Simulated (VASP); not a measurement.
Here is a VASP 6.6.1 calculation.

Contents of INCAR:

```
SYSTEM = Se3Br
ALGO     = Normal         ! electronic algorithm
EDIFF    = 1E-7           ! SCF threshold, eV
ENCUT    = 520            ! plane-wave cutoff, eV
GGA      = PE             ! functional
ISIF     = 2              ! what is computed and relaxed
ISMEAR   = -1             ! smearing method
LASPH    = .TRUE.         ! aspherical terms in the spheres
LCHARG   = .FALSE.        ! write CHGCAR
LREAL    = .FALSE.        ! projectors in reciprocal space
LWAVE    = .FALSE.        ! write WAVECAR
NBANDS   = 35             ! bands
NELM     = 60             ! most SCF steps
PREC     = Accurate       ! precision mode
SIGMA    = 0.1            ! smearing width, eV
```

Contents of KPOINTS:

```
k-points
0
G
  7 7 4
  0 0 0
```

The input POSCAR:

```
Se3Br
1.0
    3.2269810000      4.4352010000      0.0000000000
    3.2269810000     -4.4352010000      0.0000000000
    0.0000000000      0.0000000000     -8.0434700000
Se Br
6 2
Direct
    0.1177000000      0.8823000000      0.0320000000
    0.8823000000      0.1177000000      0.5320000000
    0.5642000000      0.4358000000      0.7832000000
    0.4358000000      0.5642000000      0.2832000000
    0.2412000000      0.7588000000      0.6948000000
    0.7588000000      0.2412000000      0.1948000000
    0.3415000000      0.6585000000      0.9280000000
    0.6585000000      0.3415000000      0.4280000000
```

Potentials or basis: VASP PAW PBE potentials, release 64 (Se, Br).

Run with:

```bash
$ cat potpaw_PBE.64/Se/POTCAR potpaw_PBE.64/Br/POTCAR > POTCAR
$ mpirun -np 1 vasp_std > vasp.out
```

Q: Predict the band gap on the k mesh.

A: Zero (bands 25 and 26 overlap by 0.57 eV).

Q: Estimate the largest force.

A: 6.763 eV/Å.

Q: Estimate the pressure.

A: 14.7 GPa.

Stress tensor (GPa, compression positive):
```
-0.83  0.00  0.00
 0.00 25.20  0.00
 0.00  0.00 19.76
```

Caveat: the stress differs along the axes, from -1 to 25 GPa; forces of over 1 eV/Å act on the atoms, so gaps and moduli don't describe the material at rest.
